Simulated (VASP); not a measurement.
Set up this calculation in VASP 6.6.1, as the native input.

* Task: single point
* Functional: RPBE
* Potentials or basis: VASP PAW PBE potentials, release 64 (Ag)
* Cutoff: 520 eV
* k mesh: 16 × 16 × 5
* Occupations: fermi-dirac, width 0.1 eV
* Spin: no spin polarisation
* Dipole correction: no
* Further INCAR settings: ALGO = Normal; EDIFF = 1e-06; NBANDS = 30

The structure of Ag lies in POSCAR:

```
Ag
1.0
    2.9687554263      0.0000000000      0.0000000000
   -1.4843777132      2.5710176168      0.0000000000
    0.0000000000      0.0000000000      9.7951290277
Ag
4
Direct
    0.3333333333      0.6666666667      0.2500000000
    0.6666666667      0.3333333333      0.7500000000
    0.0000000000      0.0000000000      0.0000000000
    1.0000000000      1.0000000000      0.5000000000
```

One way to write it, as run:

INCAR

```
PREC = Accurate
ENCUT = 520
EDIFF = 1E-6
ISMEAR = -1
SIGMA = 0.1
LREAL = False
LASPH = True
NELM = 60
ALGO = Normal
ISIF = 2
LWAVE = False
LCHARG = False
GGA = RP
NBANDS = 30
```

KPOINTS

```
Automatic mesh
0
Gamma
  16 16 5
```

Potentials or basis: VASP PAW PBE potentials, release 64 (Ag).

Run with:

```sh
$ cat potpaw_PBE.64/Ag/POTCAR > POTCAR
$ mpirun -np 1 vasp_std > vasp.out
```

Results of the run:

* Pressure: 0.0 GPa
* Band gap on the k mesh: zero (band 22 reaches 10.82 eV, above the bottom of band 23 at 4.32 eV)

Caveat: the PAW data sets were made with another functional, which shifts forces and pressure a little.

It took 2.5 min on 1 thread of AMD EPYC 9R45 (Zen 5), with other jobs on the host, peak memory 0.25 GiB.
